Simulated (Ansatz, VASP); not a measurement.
# One calculation of CeO2, two programs

The input INCAR:

```
SYSTEM = CeO2
  ALGO = Normal
  EDIFF = 1E-7
  ENCUT = 520
  GGA = PE
  ISIF = 2
  ISMEAR = 0
  LASPH = .TRUE.
  LCHARG = .FALSE.
  LREAL = .FALSE.
  LWAVE = .FALSE.
  NBANDS = 19
  NELM = 60
  PREC = Accurate
  SIGMA = 0.05
```

File KPOINTS:

```
k-points
0
G
  12 12 12
  0 0 0
```

Contents of POSCAR:

```
CeO2
1.0
    0.0000000000      2.7048609279      2.7048609279
    2.7048609279      0.0000000000      2.7048609279
    2.7048609279      2.7048609279      0.0000000000
Ce O
1 2
Direct
    0.0000000000      0.0000000000      0.0000000000
    0.2500000000      0.2500000000      0.2500000000
    0.7500000000      0.7500000000      0.7500000000
```

Input for Ansatz:

```yaml
crystal:
  lattice:
    - [0.0, 2.7048609279, 2.7048609279]
    - [2.7048609279, 0.0, 2.7048609279]
    - [2.7048609279, 2.7048609279, 0.0]
  atoms:
    - { symbol: Ce, position: [0.0, 0.0, 0.0] }
    - { symbol: O, position: [0.25, 0.25, 0.25] }
    - { symbol: O, position: [0.75, 0.75, 0.75] }
basis:
  ecutwfc: 420
  ecutrho_ratio: 4
kpoints:
  mp_grid: { grid: [12, 12, 12] }
hamiltonian:
  xc: pbe
scf:
  occupations: { method: gaussian, width: 0.05 }
output:
  forces: true
  stress: true
  eigenvalues: true
  eigenstates:
    kpoints:
      - [0.0, 0.25, -0.25]
      - [0.0, 0.255165904, -0.244834096]
      - [0.0, 0.244834096, -0.255165904]
      - [0.005165904, 0.25, -0.244834096]
      - [-0.005165904, 0.25, -0.255165904]
      - [0.005165904, 0.255165904, -0.25]
      - [-0.005165904, 0.244834096, -0.25]
      - [0.003652846, 0.253652846, -0.242694309]
      - [-0.003652846, 0.246347154, -0.257305691]
      - [0.003652846, 0.257305691, -0.246347154]
      - [-0.003652846, 0.242694309, -0.253652846]
      - [0.007305691, 0.253652846, -0.246347154]
      - [-0.007305691, 0.246347154, -0.253652846]
      - [0.005965072, 0.255965072, -0.244034928]
      - [-0.005965072, 0.244034928, -0.255965072]
      - [0.0, 0.0, -0.5]
      - [0.0, 0.005165904, -0.494834096]
      - [0.0, -0.005165904, -0.505165904]
      - [0.005165904, 0.0, -0.494834096]
      - [-0.005165904, 0.0, -0.505165904]
      - [0.005165904, 0.005165904, -0.5]
      - [-0.005165904, -0.005165904, -0.5]
      - [0.003652846, 0.003652846, -0.492694309]
      - [-0.003652846, -0.003652846, -0.507305691]
      - [0.003652846, 0.007305691, -0.496347154]
      - [-0.003652846, -0.007305691, -0.503652846]
      - [0.007305691, 0.003652846, -0.496347154]
      - [-0.007305691, -0.003652846, -0.503652846]
      - [0.005965072, 0.005965072, -0.494034928]
      - [-0.005965072, -0.005965072, -0.505965072]
    de_dk: true
    e_range: [-1.594605678087, 1.593225758347]
```

Alike in both runs: task single point; functional PBE; k mesh 12 × 12 × 12; occupations gaussian, width 0.05 eV; no spin polarisation.

|  | VASP | Ansatz |
| --- | --- | --- |
| version | VASP 6.6.1 | Ansatz 0.2.0 |
| potentials or method | VASP PAW PBE potentials, release 64 (Ce, O), cutoff 520 eV | scalar-relativistic, plane waves, PAW |
| valence electrons in the cell | 24 | 24 |

|  | VASP | Ansatz | Ansatz less VASP |
| --- | --- | --- | --- |
| gap on the k mesh at the Fermi level (eV) | 1.95 | 1.99 | +0.035 |
| least direct gap on the mesh (eV) | 2.06 | 2.09 | +0.037 |
| pressure (GPa) | 5.5 | 5.6 | +0.05 |

The functional is the same, so the differences come from potentials, cutoffs and numerics.

Neither program's run includes spin-orbit coupling.
